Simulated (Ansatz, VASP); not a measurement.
One calculation of AgCl, two programs

The input INCAR:

```
SYSTEM = AgCl
ALGO     = Normal         ! electronic algorithm
EDIFF    = 1E-7           ! SCF threshold, eV
ENCUT    = 520            ! plane-wave cutoff, eV
GGA      = PE             ! functional
ISIF     = 2              ! what is computed and relaxed
ISMEAR   = 0              ! smearing method
LASPH    = .True.         ! aspherical terms in the spheres
LCHARG   = .False.        ! write CHGCAR
LREAL    = .False.        ! projectors in reciprocal space
LWAVE    = .False.        ! write WAVECAR
NBANDS   = 16             ! bands
NELM     = 80             ! most SCF steps
PREC     = Accurate       ! precision mode
SIGMA    = 0.05           ! smearing width, eV
```

Contents of KPOINTS:

```
k-points
0
Gamma
  8 8 8
  0 0 0
```

Contents of POSCAR:

```
AgCl
1.0
    0.0000000000      2.7311020407      2.8060228508
    2.7311020407      0.0000000000      2.8060228508
    2.7311020407      2.7311020407      0.0000000000
Ag Cl
1 1
Direct
    0.4700640907      0.5299359093      0.5299359093
    0.0910897785     -0.0910897785     -0.0910897785
```

Input for Ansatz:

```yaml
crystal:
  lattice:
    - [0.0, 2.7311020407, 2.8060228508]
    - [2.7311020407, 0.0, 2.8060228508]
    - [2.7311020407, 2.7311020407, 0.0]
  atoms:
    - { symbol: Ag, position: [0.4700640907, 0.5299359093, 0.5299359093] }
    - { symbol: Cl, position: [0.0910897785, -0.0910897785, -0.0910897785] }
basis:
  ecutwfc: 420
kpoints:
  mp_grid: { grid: [8, 8, 8] }
hamiltonian:
  xc: pbe
scf:
  occupations: { method: gaussian, width: 0.05 }
output:
  forces: true
  stress: true
  eigenvalues: true
```

Change from the starting cell: mode 4 frozen in at -0.511 Å, equal normal strain along x and y -0.0267.

Alike in both runs: task single point; functional PBE; k mesh 8 × 8 × 8; occupations gaussian, width 0.05 eV; no spin polarisation.

|  | VASP | Ansatz |
| --- | --- | --- |
| version | VASP 6.6.1 | Ansatz 0.2.0 |
| potentials or method | VASP PAW PBE potentials, release 64 (Ag, Cl), cutoff 520 eV | scalar-relativistic, plane waves, PAW |
| valence electrons in the cell | 18 | 26 |

Ansatz gave:

```
gap on the k mesh at the Fermi level (eV)                     : 1.32
least direct gap on the mesh (eV)                             : 1.63
pressure (GPa)                                                : 16.7
traceless stress, the component that is largest in VASP (GPa) : 27.81
rms of the force components (eV/Å)                            : 2.995
```

Which values does VASP return?

gap on the k mesh at the Fermi level (eV): 1.32; least direct gap on the mesh (eV): 1.63; pressure (GPa): 16.4; traceless stress, the component that is largest in VASP (GPa): 27.52; rms of the force components (eV/Å): 2.961.

Atom by atom the forces differ by 0.034 eV/Å (rms over components). VASP's potentials hold 18 valence electrons a cell and Ansatz's 26, so a difference there can come from the potentials and not from the codes.
